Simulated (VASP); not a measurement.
A run of VASP 6.6.1 is set up as follows.

File INCAR:

```
SYSTEM = SiNi2
ALGO     = Fast           ! electronic algorithm
EDIFF    = 1E-6           ! SCF threshold, eV
ENCUT    = 520            ! plane-wave cutoff, eV
GGA      = PS             ! functional
ISIF     = 2              ! what is computed and relaxed
ISMEAR   = 0              ! smearing method
LASPH    = .TRUE.         ! aspherical terms in the spheres
LCHARG   = .FALSE.        ! write CHGCAR
LREAL    = .FALSE.        ! projectors in reciprocal space
LWAVE    = .FALSE.        ! write WAVECAR
NBANDS   = 33             ! bands
NELM     = 100            ! most SCF steps
PREC     = Accurate       ! precision mode
SIGMA    = 0.1            ! smearing width, eV
```

Contents of KPOINTS:

```
k-points
0
G
  12 12 8
  0 0 0
```

POSCAR

```
SiNi2
1.0
    3.8312733824      0.0000000000      0.0000000000
   -1.9156366912      3.3179800780      0.0000000000
    0.0000000000      0.0000000000      4.8504874062
Si Ni
2 4
Direct
    0.3333333333      0.6666666667      0.7500000000
    0.6666666667      0.3333333333      0.2500000000
    0.0000000000      0.0000000000      0.0000000000
    0.0000000000      0.0000000000      0.5000000000
    0.3333333333      0.6666666667      0.2500000000
    0.6666666667      0.3333333333      0.7500000000
```

Potentials or basis: VASP PAW PBE potentials, release 64 (Si, Ni).

Command:

```console
$ cat potpaw_PBE.64/Si/POTCAR potpaw_PBE.64/Ni/POTCAR > POTCAR
$ mpirun -np 1 vasp_std > vasp.out
```

(1) Predict the pressure.

(2) Estimate the band gap on the k mesh.

## Answers

(1) 8.3 GPa.

(2) zero (bands 24 and 25 overlap by 3.52 eV).

Caveat: the cell stands under pressure; the PAW data sets were made with another functional, which shifts forces and pressure a little.
